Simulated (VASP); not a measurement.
## Cd2Fe: single point with PBE

The system is Cd2Fe.

```
CELL_PARAMETERS angstrom
0.00000 2.96051 2.96051
2.96051 0.00000 2.96051
2.96051 2.96051 0.00000
ATOMIC_POSITIONS crystal
Cd 0.25000 0.25000 0.25000
Cd 0.75000 0.75000 0.75000
Fe 0.00000 0.00000 0.00000
```

```yaml
Program: VASP 6.6.1
Task: single point
Functional: PBE
Potentials_or_basis: VASP PAW PBE potentials, release 64 (Cd, Fe)
Cutoff: 520 eV
k_mesh: 6 × 6 × 6
Occupations: gaussian, width 0.1 eV
Spin: collinear spin, ferromagnetic start
Starting_moments: "[0.0, 0.0, 4.0] μB"
Dipole_correction: no
Further_INCAR_settings: ALGO = Fast; EDIFF = 1e-06; NBANDS = 27
```

The pressure is 21.8 GPa. The net moment is 2.53 μB per cell, the site moments are Cd -0.01; Fe +2.52 μB and the valence electrons inside the program's atomic spheres are Cd 10.51; Fe 7.19.

Levels at points of the mesh, in eV from the Fermi level:
Spin up:
| k point | band 13 | band 14 | band 15 | band 16 | band 17 | band 18 | band 19 | band 20 | band 21 | band 22 |
| --- | --- | --- | --- | --- | --- | --- | --- | --- | --- | --- |
| (0.00, 0.00, 0.00) | -2.73 | -2.73 | -2.35 | -2.35 | 5.53 | 5.53 | 5.53 | 6.81 | 6.94 | 6.94 |
| (0.50, 0.00, 0.00) | -2.68 | -2.68 | -2.08 | -2.08 | -1.61 | 3.79 | 3.79 | 6.22 | 6.22 | 6.55 |
| (0.50, 0.50, 0.00) | -3.08 | -2.59 | -1.91 | -1.91 | -1.62 | -0.27 | -0.27 | 3.32 | 5.31 | 13.83 |
Spin down:
| k point | band 12 | band 13 | band 14 | band 15 | band 16 | band 17 |
| --- | --- | --- | --- | --- | --- | --- |
| (0.00, 0.00, 0.00) | -1.29 | -1.29 | -1.29 | 0.57 | 0.57 | 6.03 |
| (0.50, 0.00, 0.00) | -4.99 | -0.70 | -0.69 | 0.02 | 0.39 | 0.39 |
| (0.50, 0.50, 0.00) | -3.58 | -1.93 | -0.14 | -0.14 | -0.10 | -0.10 |

Run time: 42 s on 1 thread of Intel(R) Xeon(R) 6975P-C (Granite Rapids) (shared host), peak memory 0.21 GiB.
